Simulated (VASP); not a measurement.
# FeS2 (Pnnm) in VASP: a series of runs, part 2 of 2

VASP 6.6.1. Earlier steps stand in the parts before.

**3. Relaxation of shape and atoms at fixed volume, PBE (14.11 Å³/atom)**

This run uses another cell than the first one, of 14.11 Å³/atom.

INCAR reads:

```
SYSTEM = FeS2
  PREC = Accurate
  ENCUT = 600
  EDIFF = 1E-7
  ISMEAR = 0
  SIGMA = 0.05
  LREAL = .FALSE.
  LASPH = .TRUE.
  NELM = 120
  ALGO = Normal
  ISIF = 4
  LWAVE = .FALSE.
  LCHARG = .FALSE.
  GGA = PE
  IBRION = 2
  NSW = 60
  EDIFFG = -0.01
  GGA_COMPAT = .FALSE.
  NELMIN = 4
```

KPOINTS reads:

```
regular mesh
0
G
  6 4 8
  0 0 0
```

POSCAR reads:

```
FeS2
1.0
    4.5003489289      0.0000000000      0.0000000000
    0.0000000000      5.4785592941      0.0000000000
    0.0000000000      0.0000000000      3.4331624507
Fe S
2 4
Direct
    0.0000000000      0.0000000000      0.0000000000
    0.5000000000      0.5000000000      0.5000000000
    0.2067598226      0.3751513438      0.0000000000
    0.2932401774      0.8751513438      0.5000000000
    0.7932401774      0.6248486562      0.0000000000
    0.7067598226      0.1248486562      0.5000000000
```

Potentials or basis: VASP PAW PBE potentials, release 64 (Fe, S).

The run is started by

```
$ cat potpaw_PBE.64/Fe/POTCAR potpaw_PBE.64/S/POTCAR > POTCAR
$ mpirun -np 1 vasp_std > vasp.out
```

OUTCAR:

```text
SYSTEM = FeS2
   PREC = Accurate
   ENCUT = 600
   EDIFF = 1E-7
   ISMEAR = 0
   LREAL = .FALSE.
   LASPH = .TRUE.
   NELM = 120
   ISIF = 4
   GGA = PE
   IBRION = 2
   NSW = 60
   EDIFFG = -0.01
   NELMIN = 4

 ion  position               nearest neighbor table
   1  0.000  0.000  0.000-   3 2.26   5 2.26   4 2.27   6 2.27   4 2.27   6 2.27
   2  0.500  0.500  0.500-   4 2.26   6 2.26   5 2.27   3 2.27   3 2.27   5 2.27
   3  0.207  0.375  0.000-   1 2.26   2 2.27   2 2.27   5 2.31
   4  0.293  0.875  0.500-   2 2.26   1 2.27   1 2.27   6 2.31
   5  0.793  0.625  0.000-   1 2.26   2 2.27   2 2.27   3 2.31
   6  0.707  0.125  0.500-   2 2.26   1 2.27   1 2.27   4 2.31

  LATTYP: Found a simple orthorhombic cell.
 ALAT       =     3.4331624507
 B/A-ratio  =     1.3108464844
 C/A-ratio  =     1.5957763062

  Lattice vectors:

 A1 = (   0.0000000000,   0.0000000000,   3.4331624507)
 A2 = (   4.5003489289,   0.0000000000,   0.0000000000)
 A3 = (   0.0000000000,   5.4785592941,   0.0000000000)

Analysis of symmetry for initial positions (statically):
=====================================================================
 Subroutine PRICEL returns:
 Original cell was already a primitive cell.

 Routine SETGRP: Setting up the symmetry group for a
[... 187 lines left out ...]
  -------------------------------------------------------------------------------------
  Total       -2.7790336     -2.8269193     -2.7654438      0.0000000      0.0000000      0.0000000
  in kB      -52.6014211    -53.5077987    -52.3441933      0.0000000      0.0000000      0.0000000
  external PRESSURE =     -52.8178044 kB  Pullay stress =       0.0000000 kB
[... 107 lines left out ...]
--------------------------------------- Ionic step        4  -------------------------------------------

 number of electron      40.0000010 magnetization

 Free energy of the ion-electron system (eV)
  ---------------------------------------------------
  ext. energy  EPLUGINS =         0.00000000
  ---------------------------------------------------
  free energy    TOTEN  =       -36.05145061 eV

  energy without entropy =      -36.05145061  energy(sigma->0) =      -36.05145061

 E-fermi :   7.4406     XC(G=0): -11.5168

 val. band max:        7.1913239464   @ k =   0.1667   0.0000   0.2500
 cond. band min:       7.9662418747   @ k =   0.0000   0.5000   0.5000
 fundamental gap:      0.7749179282
 Fermi energy:         7.4405645357

 k-point     1 :       0.0000    0.0000    0.0000
  band No.  band energies     occupation
      1      -9.1272      2.00000
      2      -6.8648      2.00000
      3      -5.1711      2.00000
      4      -4.5309      2.00000
      5      -0.1094      2.00000
      6       1.3447      2.00000
[... 637 lines left out ...]
     23       8.9497      0.00000
     24       8.9497      0.00000

 [... further k-points ...]

------------------------ aborting loop because EDIFF is reached ----------------------------------------

  FORCE on cell =-STRESS in cart. coord.  units (eV):
  Direction    XX          YY          ZZ          XY          YZ          ZX
  --------------------------------------------------------------------------------------
  -------------------------------------------------------------------------------------
  Total       -2.8211089     -2.7389513     -2.8316187      0.0000000      0.0000000      0.0000000
  in kB      -53.3978200    -51.8427442    -53.5967486      0.0000000      0.0000000      0.0000000
  external PRESSURE =     -52.9457709 kB  Pullay stress =       0.0000000 kB
[... 21 lines left out ...]
  FREE ENERGIE OF THE ION-ELECTRON SYSTEM (eV)
  ---------------------------------------------------
  free  energy   TOTEN  =       -36.0514506141 eV

  energy  without entropy=      -36.0514506141  energy(sigma->0) =      -36.05145061

 reached required accuracy - stopping structural energy minimisation
```

CONTCAR:

```text
FeS2
   1.00000000000000
     4.5011434990206274   -0.0000000000000000    0.0000000000000000
     0.0000000000000000    5.4754767699868987    0.0000000000000000
     0.0000000000000000    0.0000000000000000    3.4344888304201446
  Fe              S
     2     4
Direct
     0.0000000000000000    0.0000000000000000    0.0000000000000000
     0.5000000000000000    0.5000000000000000    0.5000000000000000
     0.2064012948498436    0.3756923339618335    0.0000000000000000
     0.2935987051501563    0.8756923339618335    0.5000000000000000
     0.7935987051501564    0.6243076660381665    0.0000000000000000
     0.7064012948498436    0.1243076660381665    0.5000000000000000

  0.00000000E+00  0.00000000E+00  0.00000000E+00
  0.00000000E+00  0.00000000E+00  0.00000000E+00
  0.00000000E+00  0.00000000E+00  0.00000000E+00
  0.00000000E+00  0.00000000E+00  0.00000000E+00
  0.00000000E+00  0.00000000E+00  0.00000000E+00
  0.00000000E+00  0.00000000E+00  0.00000000E+00
```

Wall time 13 min (1 thread of Oxide Virtual Turin-like, shared host); peak memory 0.26 GiB.

Results:

```yaml
Free_energy: -36.0515 eV
Energy_gained_by_relaxing: 0.0 meV/atom
Ionic_steps: 4
Pressure_after_relaxing: -5.3 GPa
Largest_force_after_relaxing: 0.006 eV/Å
Band_gap_on_the_k_mesh: 0.77 eV (least direct gap 1.07 eV)
```

Forces on the atoms (eV/Å):
```
Fe   0.000  0.000  0.000
Fe   0.000  0.000  0.000
S   -0.006  0.001  0.000
S    0.006  0.001  0.000
S    0.006 -0.001  0.000
S   -0.006 -0.001  0.000
```

Step by step:
```
step  energy change (eV)  largest force (eV/Å)  pressure (GPa)  volume (Å³)
   1              0.0000                0.0364           -5.28        84.65
   2             -0.0002                0.0195           -5.29        84.65
   3             -0.0003                0.0050           -5.29        84.65
   4             -0.0003                0.0057           -5.29        84.65
```

Final structure:
```cif
data_structure
_symmetry_space_group_name_H-M 'P 1'
_symmetry_Int_Tables_number 1
_cell_length_a 4.5011
_cell_length_b 5.4755
_cell_length_c 3.4345
_cell_angle_alpha 90.000
_cell_angle_beta 90.000
_cell_angle_gamma 90.000
_cell_volume 84.65
loop_
_atom_site_label
_atom_site_type_symbol
_atom_site_fract_x
_atom_site_fract_y
_atom_site_fract_z
_atom_site_occupancy
Fe1 Fe 0.00000 0.00000 0.00000 1
Fe2 Fe 0.50000 0.50000 0.50000 1
S1 S 0.20640 0.37569 0.00000 1
S2 S 0.29360 0.87569 0.50000 1
S3 S 0.79360 0.62431 0.00000 1
S4 S 0.70640 0.12431 0.50000 1
```
